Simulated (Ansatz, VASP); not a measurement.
# Two plane-wave programs on BN

Contents of POSCAR:

```
BN
1.0
    2.5360000000      0.0000000000      0.0000000000
   -1.2680000000      2.1962400000      0.0000000000
    0.0000000000      0.0000000000      4.1990000000
B N
2 2
Direct
    0.6666666667      0.3333333333      0.0000000000
    0.3333333333      0.6666666667      0.5000000000
    0.6666666667      0.3333333333      0.3750000000
    0.3333333333      0.6666666667      0.8750000000
```

Contents of INCAR.step1:

```
  PREC = Accurate
  ENCUT = 520
  ISMEAR = 0
  SIGMA = 0.01
  LREAL = F
  LASPH = T
  NELM = 100
  NBANDS = 16
  GGA = PE
  ALGO = Normal
  EDIFF = 1E-4
  LWAVE = T
  LCHARG = F
```

INCAR.step2

```
  PREC = Accurate
  ENCUT = 520
  EDIFF = 1E-6
  ISMEAR = 0
  SIGMA = 0.01
  LREAL = F
  LASPH = T
  NELM = 100
  ALGO = Normal
  ISIF = 2
  LWAVE = F
  LCHARG = F
  METAGGA = R2SCAN
  LMIXTAU = T
  NBANDS = 16
  ISTART = 1
```

File KPOINTS:

```
regular mesh
0
Gamma
  8 8 5
```

Input for Ansatz:

```yaml
crystal:
  lattice:
    - [2.536, 0.0, 0.0]
    - [-1.268, 2.19624, 0.0]
    - [0.0, 0.0, 4.199]
  atoms:
    - { symbol: B, position: [0.6666666666666666, 0.3333333333333333, 0.0] }
    - { symbol: B, position: [0.3333333333333333, 0.6666666666666666, 0.5] }
    - { symbol: "N", position: [0.6666666666666666, 0.3333333333333333, 0.375] }
    - { symbol: "N", position: [0.3333333333333333, 0.6666666666666666, 0.875] }
kpoints:
  mp_grid:
    grid: [8, 8, 5]
hamiltonian:
  xc: r2scan
scf:
  occupations:
    method: fixed
output:
  eigenvalues: true
```

Alike in both runs: task single point; functional r2SCAN; k mesh 8 × 8 × 5; no spin polarisation.

|  | VASP | Ansatz |
| --- | --- | --- |
| version | VASP 6.6.1 | Ansatz 0.2.0 |
| potentials or method | VASP PAW PBE potentials, release 64 (B, N) | plane waves, PAW |
| plane-wave cutoff (eV) | 520 | 500 |
| occupations | gaussian, width 0.01 eV | fixed |
| valence electrons in the cell | 16 | 16 |

```csv
,VASP,Ansatz,Ansatz less VASP
gap on the k mesh at the Fermi level (eV),6.06,6.09,+0.034
```

VASP's potentials were made for PBE, not for r2SCAN.
